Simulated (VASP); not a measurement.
# O (C2/m) in VASP: a series of runs

The runs below take O through single point, with PBEsol.

Program: VASP 6.6.1. These are calculated values, not measurements. Logs are shortened: lines on timing, memory, paths and dates and some standing lists are left out, and cuts for length are marked.

## 1. The cell of the first run

Symmetry: C2/m, No. 12, monoclinic system. Conventional cell: a = 7.191 Å, b = 4.196 Å, c = 3.229 Å, α = 90.00°, β = 112.16°, γ = 90.00°. O (site symmetry m) has 1 O at 1.17 Å within 1.6 Å. Within 1.6 Å of O (site symmetry m) lie 1 O at 1.17 Å. O (site symmetry 1) has 1 O at 1.17 Å within 1.6 Å.

## 2. Single point, PBEsol

INCAR reads:

```
SYSTEM = O
PREC = Accurate ; ENCUT = 600
EDIFF = 1E-6 ; ISMEAR = 0
SIGMA = 0.05 ; LREAL = .FALSE.
LASPH = .TRUE. ; NELM = 120
ALGO = Normal ; ISIF = 2
LWAVE = .FALSE. ; LCHARG = .FALSE.
GGA = PS ; NBANDS = 34
GGA_COMPAT = .FALSE.
```

KPOINTS reads:

```
Automatic mesh
0
G
  8 8 10
  0 0 0
```

POSCAR reads:

```
O
1.0
    3.5922649044     -2.0979596064      0.1533830110
    3.5922649044      2.0979596064      0.1533830110
   -1.3444015520      0.0000000000      2.9363039650
O
8
Direct
    0.7965702582      0.7965702582      0.1955597635
    0.2034297418      0.2034297418      0.8044402365
    0.2696897772      0.2696897772      0.1963101217
    0.7303102228      0.7303102228      0.8036898783
    0.7711351330      0.2950869501      0.1957780577
    0.7049130499      0.2288648670      0.8042219423
    0.2288648670      0.7049130499      0.8042219423
    0.2950869501      0.7711351330      0.1957780577
```

Potentials or basis: VASP PAW PBE potentials, release 64 (O).

The run is started by

```console
cat potpaw_PBE.64/O/POTCAR > POTCAR
mpirun -np 1 vasp_std > vasp.out
```

OUTCAR:

```text
SYSTEM = O
   PREC = Accurate
   ENCUT = 600
   EDIFF = 1E-6
   ISMEAR = 0
   LREAL = .FALSE.
   LASPH = .TRUE.
   NELM = 120
   ISIF = 2
   GGA = PS

 ion  position               nearest neighbor table
   1  0.797  0.797  0.196-   4 1.17
   2  0.203  0.203  0.804-   3 1.17
   3  0.270  0.270  0.196-   2 1.17
   4  0.730  0.730  0.804-   1 1.17
   5  0.771  0.295  0.196-   6 1.17
   6  0.705  0.229  0.804-   5 1.17
   7  0.229  0.705  0.804-   8 1.17
   8  0.295  0.771  0.196-   7 1.17

  LATTYP: Found a base centered monoclinic cell.
 ALAT       =     7.1910759950
 B/A-ratio  =     0.5834897609
 C/A-ratio  =     0.4490902527
 COS(beta)  =    -0.3771292666

  Lattice vectors:

 A1 = (   3.5922649044,  -2.0979596064,   0.1533830110)
 A2 = (   3.5922649044,   2.0979596064,   0.1533830110)
 A3 = (  -1.3444015520,   0.0000000000,   2.9363039650)

Analysis of symmetry for initial positions (statically):
=====================================================================
 Subroutine PRICEL returns:
 Original cell was already a primitive cell.

 Routine SETGRP: Setting up the symmetry group for a
 base centered monoclinic supercell.

 Subroutine GETGRP returns: Found  4 space group operations
 (whereof  4 operations were pure point group operations)
 out of a pool of  4 trial point group operations.

The static configuration has the point symmetry C_2h.

Analysis of symmetry for dynamics (positions and initial velocities):
=====================================================================
 Subroutine PRICEL returns:
 Original cell was already a primitive cell.

 Routine SETGRP: Setting up the symmetry group for a
 base centered monoclinic supercell.

 Subroutine GETGRP returns: Found  4 space group operations
 (whereof  4 operations were pure point group operations)
 out of a pool of  4 trial point group operations.

The dynamic configuration has the point symmetry C_2h.

 Subroutine INISYM returns: Found  4 space group operations
 (whereof  4 operations are pure point group operations),
 and found     1 'primitive' translations

----------------------------------------------------------------------------------------

                                     Primitive cell

  volume of cell :      45.1237

  direct lattice vectors                    reciprocal lattice vectors
     3.592264904 -2.097959606  0.153383011     0.136519066 -0.238326800  0.062505942
     3.592264904  2.097959606  0.153383011     0.136519066  0.238326800  0.062505942
    -1.344401552  0.000000000  2.936303965    -0.014262628  0.000000000  0.334033980

  length of vectors
     4.162850946  4.162850946  3.229442136     0.281680869  0.281680869  0.334338335

  position of ions in fractional coordinates (direct lattice)
     0.796570258  0.796570258  0.195559764
     0.203429742  0.203429742  0.804440236
     0.269689777  0.269689777  0.196310122
     0.730310223  0.730310223  0.803689878
     0.771135133  0.295086950  0.195778058
     0.704913050  0.228864867  0.804221942
     0.228864867  0.704913050  0.804221942
     0.295086950  0.771135133  0.195778058

  ion indices of the primitive-cell ions
   primitive index   ion index
                 1           1
                 2           2
                 3           3
                 4           4
                 5           5
                 6           6
                 7           7
                 8           8

----------------------------------------------------------------------------------------

 KPOINTS: Automatic mesh

Automatic generation of k-mesh.
 Grid dimensions read from file:
 generate k-points for:    8    8   10

 Generating k-lattice:

  Cartesian coordinates                     Fractional coordinates (reciprocal lattice)
     0.017064883 -0.029790850  0.007813243     0.125000000  0.000000000  0.000000000
     0.017064883  0.029790850  0.007813243     0.000000000  0.125000000  0.000000000
    -0.001426263  0.000000000  0.033403398    -0.000000000 -0.000000000  0.100000000

  Length of vectors
     0.035210109  0.035210109  0.033433834

  Shift w.r.t. Gamma in fractional coordinates (k-lattice)
     0.000000000  0.000000000  0.000000000

 Subroutine IBZKPT returns following result:
 ===========================================

 Found    186 irreducible k-points:

 Following reciprocal coordinates:
            Coordinates               Weight
  0.000000  0.000000  0.000000      1.000000
  0.125000 -0.000000  0.000000      4.000000
  0.250000 -0.000000  0.000000      4.000000
  0.375000 -0.000000  0.000000      4.000000
  0.500000 -0.000000  0.000000      2.000000
  0.125000  0.125000  0.000000      2.000000
[... 16 lines left out ...]
  0.125000 -0.000000  0.100000      4.000000
  0.250000  0.000000  0.100000      4.000000
 [... further k-points ...]
   k-points           NKPTS =    186   k-points in BZ     NKDIM =    186   number of bands    NBANDS=     34
   number of dos      NEDOS =    301   number of ions     NIONS =      8
   total plane-waves  NPLWV =  36288
   dimension x,y,z NGX =    36 NGY =   36 NGZ =   28
   dimension x,y,z NGXF=    72 NGYF=   72 NGZF=   56
   ions per type =               8
   NGX,Y,Z   is equivalent  to a cutoff of  14.38, 14.38, 14.41 a.u.
   NGXF,Y,Z  is equivalent  to a cutoff of  28.75, 28.75, 28.83 a.u.
 SYSTEM =  O
   PREC   = accura    normal or accurate (medium, high low for compatibility)
   ISTART =      0    job   : 0-new  1-cont  2-samecut
   ICHARG =      2    charge: 1-file 2-atom 10-const
   ISPIN  =      1    spin polarized calculation?
   LNONCOLLINEAR =      F non collinear calculations
   LSORBIT =      F    spin-orbit coupling
   LASPH  =      T    aspherical Exc in radial PAW
   ENCUT  =  600.0 eV  44.10 Ry    6.64 a.u.   8.31  8.31  6.45*2*pi/ulx,y,z
   NELM   =    120;   NELMIN=  2; NELMDL= -5     # of ELM steps
   EDIFF  = 0.1E-05   stopping-criterion for ELM
   LREAL  =      F    real-space projection
   EDIFFG = 0.1E-04   stopping-criterion for IOM
   NSW    =      0    number of steps for IOM
   IBRION =     -1    ionic relax: 0-MD 1-quasi-New 2-CG
   NFREE  =      0    steps in history (QN), initial steepest desc. (CG)
   ISIF   =      2    stress and relaxation
   ISYM   =      2    0-nonsym 1-usesym 2-fastsym
   POTIM  = 0.5000    time-step for ionic-motion
   TEBEG  =    0.0;   TEEND  =   0.0 temperature during run
   PSTRESS=    0.0 pullay stress
   NELECT =      48.0000    total number of electrons
   NUPDOWN=      -1.0000    fix difference up-down
   EMIN   =  10.00;   EMAX   =-10.00  energy-range for DOS
   EFERMI =   0.00;   METHOD = LEGACY
   ISMEAR =     0;   SIGMA  =   0.05  broadening in eV -4-tet -1-fermi 0-gaus
   EFERMI_NEDOS =   21; number of points for ismear=-14 and -15
   IALGO  =     38    algorithm
   IMIX   =      4    mixing-type and parameters
     AMIX     =   0.40;   BMIX     =  1.00
     AMIX_MAG =   1.60;   BMIX_MAG =  1.00
  volume/ion in A,a.u.               =       5.64        38.06
  Fermi-wavevector in a.u.,A,eV,Ry     =   1.671169  3.158051 37.998418  2.792805
  Thomas-Fermi vector in A             =   2.756538
   LORBIT       =      0    0 simple, 1 ext, 2 COOP (PROOUT), +10 PAW based schemes
   GGA     = PS    functional components
   LHFCALC =     F    Hartree Fock is set to
   AEXX    =    0.0000 exact exchange contribution
   IVDW    =     0    specifies the selected vdW correction
   LEPSILON=     F    determine dielectric tensor
   LRPA    =     F    only Hartree local field effects (RPA)
 non-spin polarized calculation
 Gauss-broadening in eV      SIGMA  =   0.05
  energy-cutoff  :      600.00
  volume of cell :       45.12
 maximum number of plane-waves:      1527
 NGX is ok and might be reduce to    36
   NGX = 17   NGY = 17   NGZ = 13

 number of electron      48.0000009 magnetization

 Free energy of the ion-electron system (eV)
  ---------------------------------------------------
  ext. energy  EPLUGINS =         0.00000000
  ---------------------------------------------------
  free energy    TOTEN  =       -33.99980239 eV

  energy without entropy =      -33.99809185  energy(sigma->0) =      -33.99894712

 E-fermi :   8.1488     XC(G=0): -14.0081

 val. band max:        8.1472389768   @ k =   0.3750   0.3750   0.2000
 cond. band min:       8.1528058449   @ k =  -0.2500   0.2500   0.1000
 fundamental gap:      0.0055668681
 Fermi energy:         8.1488321127

 k-point     1 :       0.0000    0.0000    0.0000
  band No.  band energies     occupation
      1     -23.5886      2.00000
      2     -20.1638      2.00000
      3     -20.1545      2.00000
      4     -19.9611      2.00000
      5      -7.5786      2.00000
      6      -6.6940      2.00000
[... 26 lines left out ...]
     33      23.7458      0.00000
     34      24.6675      0.00000

 k-point     2 :       0.1250   -0.0000    0.0000
  band No.  band energies     occupation
      1     -23.4889      2.00000
      2     -20.3481      2.00000
      3     -20.2054      2.00000
      4     -19.9204      2.00000
      5      -7.5483      2.00000
      6      -6.6935      2.00000
[... 26 lines left out ...]
     33      24.1636      0.00000
     34      25.0131      0.00000

 k-point     3 :       0.2500   -0.0000    0.0000
  band No.  band energies     occupation
      1     -23.1961      2.00000
      2     -20.8260      2.00000
      3     -20.2928      2.00000
      4     -19.8688      2.00000
      5      -7.4388      2.00000
      6      -6.6722      2.00000
[... 26 lines left out ...]
     33      25.2789      0.00000
     34      25.9253      0.00000

 k-point     4 :       0.3750   -0.0000    0.0000
  band No.  band energies     occupation
      1     -22.7310      2.00000
      2     -21.4638      2.00000
      3     -20.3623      2.00000
      4     -19.8380      2.00000
      5      -7.2207      2.00000
      6      -6.6489      2.00000
[... 26 lines left out ...]
     33      26.6006      0.00000
     34      26.9824      0.00000

 k-point     5 :       0.5000   -0.0000    0.0000
  band No.  band energies     occupation
      1     -22.1533      2.00000
      2     -22.1101      2.00000
      3     -20.3882      2.00000
      4     -19.8284      2.00000
      5      -6.9014      2.00000
      6      -6.8890      2.00000
[... 621 lines left out ...]
 k-point    22 :       0.0000    0.0000    0.1000
  band No.  band energies     occupation
      1     -23.5466      2.00000
      2     -20.1533      2.00000
      3     -20.1443      2.00000
      4     -19.9728      2.00000
      5      -8.5380      2.00000
      6      -6.5418      2.00000
[... 26 lines left out ...]
     33      23.9021      0.00000
     34      24.6078      0.00000

 k-point    23 :       0.1250   -0.0000    0.1000
  band No.  band energies     occupation
      1     -23.4305      2.00000
      2     -20.3609      2.00000
      3     -20.1891      2.00000
      4     -19.9386      2.00000
      5      -8.7331      2.00000
      6      -6.4293      2.00000
[... 26 lines left out ...]
     33      24.3645      0.00000
     34      24.9388      0.00000

 k-point    24 :       0.2500    0.0000    0.1000
  band No.  band energies     occupation
      1     -23.1245      2.00000
      2     -20.8524      2.00000
      3     -20.2829      2.00000
      4     -19.8804      2.00000
      5      -8.7213      2.00000
      6      -6.4460      2.00000
[... 26 lines left out ...]
     33      25.4472      0.00000
     34      25.8604      0.00000

 [... further k-points ...]
[... 5 lines left out ...]
  --------------------------------------------------------------------------------------
  -------------------------------------------------------------------------------------
  Total       32.3062142     32.2907892     41.3178128      0.0000000      0.0000000     -0.3933210
  in kB     1147.0750308   1146.5273470   1467.0438030      0.0000000      0.0000000    -13.9653850
  external PRESSURE =    1253.5487269 kB  Pullay stress =       0.0000000 kB

 VOLUME and BASIS-vectors are now :
 -----------------------------------------------------------------------------
  energy-cutoff  :      600.00
  volume of cell :       45.12
      direct lattice vectors                 reciprocal lattice vectors
     3.592264904 -2.097959606  0.153383011     0.136519066 -0.238326800  0.062505942
     3.592264904  2.097959606  0.153383011     0.136519066  0.238326800  0.062505942
    -1.344401552  0.000000000  2.936303965    -0.014262628  0.000000000  0.334033980

 POSITION                                       TOTAL-FORCE (eV/Angst)
 -----------------------------------------------------------------------------------
      5.46007      0.00000      0.81858        -0.097498      0.000000      2.058915
      0.38006      0.00000      2.42449         0.097498      0.000000     -2.058915
      1.67367      0.00000      0.65916        -0.083449      0.000000      2.059451
      4.16645      0.00000      2.58391         0.083449      0.000000     -2.059451
      3.56695     -0.99873      0.73840        -0.090635     -0.001604      2.078056
      2.27318     -0.99873      2.50467         0.090635     -0.001604     -2.078056
      2.27318      0.99873      2.50467         0.090635      0.001604     -2.078056
      3.56695      0.99873      0.73840        -0.090635      0.001604      2.078056
 -----------------------------------------------------------------------------------
    total drift:                                0.000000      0.000000     -0.000000

  FREE ENERGIE OF THE ION-ELECTRON SYSTEM (eV)
  ---------------------------------------------------
  free  energy   TOTEN  =       -33.9998023863 eV

  energy  without entropy=      -33.9980918489  energy(sigma->0) =      -33.99894712
```

Run time: 6.9 min. Hardware: 1 thread of AMD EPYC 7R43 (Zen 3), shared host; peak memory 0.29 GiB.

Results:

```yaml
Free_energy: -33.9998 eV
Pressure: 125.4 GPa
Largest_force: 2.080 eV/Å
Band_gap_on_the_k_mesh: zero (bands 24 and 25 overlap by 2.38 eV)
```

Forces on the atoms (eV/Å):
```
O   -0.097  0.000  2.059
O    0.097  0.000 -2.059
O   -0.083  0.000  2.059
O    0.083  0.000 -2.059
O   -0.091 -0.002  2.078
O    0.091 -0.002 -2.078
O    0.091  0.002 -2.078
O   -0.091  0.002  2.078
```

Levels at points of the mesh, in eV from the Fermi level:
```tsv
k point	band 22	band 23	band 24	band 25	band 26	band 27
(0.00, 0.00, 0.00)	-3.64	-3.54	0.95	0.98	1.84	2.73
(0.50, 0.00, 0.00)	-2.99	-1.02	-0.71	-0.56	0.19	1.85
(0.50, 0.50, 0.00)	-3.05	-1.45	-1.11	-1.01	-0.85	2.32
(0.00, 0.00, 0.50)	-3.99	-3.53	0.71	2.02	2.09	3.21
(0.50, 0.00, 0.50)	-3.02	-0.88	-0.50	-0.41	0.27	2.65
(0.50, 0.50, 0.50)	-2.89	-0.14	-0.12	0.20	0.22	1.99
```

Caveat: the standard files for N, O and F lose accuracy on very short bonds; spin is off for a triplet molecule; the stress differs along the axes, from 115 to 147 GPa; this functional lacks dispersion, which holds the molecules together, so the pressure and a relaxed volume are unreliable; the PAW data sets were made with another functional, which shifts forces and pressure a little.

## 3. Single point, PBEsol

This run uses another cell than the first one, of 5.91 Å³/atom.

INCAR reads:

```
SYSTEM = O
PREC = Accurate
ENCUT = 600
EDIFF = 1E-6
ISMEAR = 0
SIGMA = 0.05
LREAL = .FALSE.
LASPH = .TRUE.
NELM = 120
ALGO = Normal
ISIF = 2
LWAVE = .FALSE.
LCHARG = .TRUE.
GGA = PS
LELF = .TRUE.
LVHAR = .TRUE.
NBANDS = 34
GGA_COMPAT = .FALSE.
```

KPOINTS is that of step 2.

POSCAR reads:

```
O
1.0
    3.6455469240     -2.1315044885      0.1550742835
    3.6455469240      2.1315044885      0.1550742835
   -1.3649023563      0.0000000000      2.9817977928
O
8
Direct
    0.7974028923      0.7974028923      0.1933321958
    0.2025971077      0.2025971077      0.8066678042
    0.2681815404      0.2681815404      0.1942248997
    0.7318184596      0.7318184596      0.8057751003
    0.7700800589      0.2954606776      0.1936064080
    0.7045393224      0.2299199411      0.8063935920
    0.2299199411      0.7045393224      0.8063935920
    0.2954606776      0.7700800589      0.1936064080
```

Potentials or basis: VASP PAW PBE potentials, release 64 (O).

The run is started by

```console
cat potpaw_PBE.64/O/POTCAR > POTCAR
mpirun -np 1 vasp_std > vasp.out
```

OUTCAR:

```text
SYSTEM = O
   PREC = Accurate
   ENCUT = 600
   EDIFF = 1E-6
   ISMEAR = 0
   LREAL = .FALSE.
   LASPH = .TRUE.
   NELM = 120
   ISIF = 2
   GGA = PS

 ion  position               nearest neighbor table
   1  0.797  0.797  0.193-   4 1.18
   2  0.203  0.203  0.807-   3 1.18
   3  0.268  0.268  0.194-   2 1.18
   4  0.732  0.732  0.806-   1 1.18
   5  0.770  0.295  0.194-   6 1.18
   6  0.705  0.230  0.806-   5 1.18
   7  0.230  0.705  0.806-   8 1.18
   8  0.295  0.770  0.194-   7 1.18
[... 1103 lines left out ...]
  Total       27.4682998     27.4546134     36.1359278      0.0000000      0.0000000     -0.3749027
  in kB      931.5584765    931.0943173   1225.5119599      0.0000000      0.0000000    -12.7144290
  external PRESSURE =    1029.3882512 kB  Pullay stress =       0.0000000 kB

 VOLUME and BASIS-vectors are now :
 -----------------------------------------------------------------------------
  energy-cutoff  :      600.00
  volume of cell :       47.24
      direct lattice vectors                 reciprocal lattice vectors
     3.645546924 -2.131504489  0.155074283     0.134534045 -0.234576095  0.061582256
     3.645546924  2.131504489  0.155074283     0.134534045  0.234576095  0.061582256
    -1.364902356  0.000000000  2.981797793    -0.013993418  0.000000000  0.328962733

 POSITION                                       TOTAL-FORCE (eV/Angst)
 -----------------------------------------------------------------------------------
      5.55006      0.00000      0.82379        -0.089915      0.000000      1.958351
      0.37613      0.00000      2.46816         0.089915      0.000000     -1.958351
      1.69024      0.00000      0.66232        -0.079858      0.000000      1.959713
      4.23595      0.00000      2.62963         0.079858      0.000000     -1.959713
      3.62022     -1.01165      0.74253        -0.085234     -0.001042      1.979745
      2.30597     -1.01165      2.54941         0.085234     -0.001042     -1.979745
      2.30597      1.01165      2.54941         0.085234      0.001042     -1.979745
      3.62022      1.01165      0.74253        -0.085234      0.001042      1.979745
 -----------------------------------------------------------------------------------
    total drift:                               -0.000000     -0.000000      0.000000

  FREE ENERGIE OF THE ION-ELECTRON SYSTEM (eV)
  ---------------------------------------------------
  free  energy   TOTEN  =       -35.4139031862 eV

  energy  without entropy=      -35.4116219682  energy(sigma->0) =      -35.41276258
```

It took 5.4 min on 1 thread of AMD EPYC 7R43 (Zen 3), shared host; peak memory 0.31 GiB.

Results:

```
Free energy            : -35.4139 eV
Pressure               : 102.9 GPa
Largest force          : 1.982 eV/Å
Band gap on the k mesh : zero (bands 24 and 25 overlap by 2.23 eV)
```

Forces in eV/Å, atoms in the order of the input:
```
O   -0.090  0.000  1.958
O    0.090  0.000 -1.958
O   -0.080  0.000  1.960
O    0.080  0.000 -1.960
O   -0.085 -0.001  1.980
O    0.085 -0.001 -1.980
O    0.085  0.001 -1.980
O   -0.085  0.001  1.980
```

Stress tensor (GPa, compression positive):
```
 93.16   0.00  -1.27
  0.00  93.11   0.00
 -1.27   0.00 122.55
```

Caveat: the standard files for N, O and F lose accuracy on very short bonds; spin is off for a triplet molecule; the stress differs along the axes, from 93 to 123 GPa; this functional lacks dispersion, which holds the molecules together, so the pressure and a relaxed volume are unreliable; the PAW data sets were made with another functional, which shifts forces and pressure a little.

The gap in the log of VASP goes by the Fermi energy; the results here count the filled bands.